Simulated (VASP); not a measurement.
RbHoBr4, 6 atoms in the cell. It takes space group P4/mmm (No. 123, tetragonal). The conventional cell has a = 5.571 Å, b = 5.571 Å, c = 9.207 Å, α = 90.00°, β = 90.00°, γ = 90.00°. Rb (site symmetry 4/mmm) has 16 Br at 4.35 to 5.38 Å and 4 Rb at 5.57 Å within 5.7 Å. Within 3.6 Å of Ho (site symmetry 4/mmm) lie 6 Br at 2.77 to 2.79 Å. Br (site symmetry 4mm) has 1 Ho at 2.77 Å and 1 Br at 3.67 Å within 3.7 Å. Within 3.7 Å of Br (site symmetry mmm) lie 2 Ho at 2.79 Å. 

* Program: VASP 6.6.1
* Task: single point
* Functional: PBE
* Potentials or basis: VASP PAW PBE potentials, release 64 (Rb_sv, Ho_3, Br), 4f in core
* Cutoff: 500 eV
* k mesh: 4 × 4 × 4
* Occupations: gaussian, width 0.02 eV
* Spin: no spin polarisation
* Dipole correction: no
* Further INCAR settings: ALGO = Normal; EDIFF = 1e-06; NBANDS = 32

Potentials or basis: VASP PAW PBE potentials, release 64 (Rb_sv, Ho_3, Br), 4f in core.

Command:

```bash
$ cat potpaw_PBE.64/Rb_sv/POTCAR potpaw_PBE.64/Ho_3/POTCAR potpaw_PBE.64/Br/POTCAR > POTCAR
$ mpirun -np 1 vasp_std > vasp.out
```

Hardware: 1 thread of Intel(R) Xeon(R) Platinum 8488C (Sapphire Rapids), with other jobs on the host.

Question: How long does it take, and how much memory?

Answer: It took 5.5 min on 1 thread of Intel(R) Xeon(R) Platinum 8488C (Sapphire Rapids) (shared host), peak memory 0.44 GiB. Counts: scf iterations 16, k points 18.
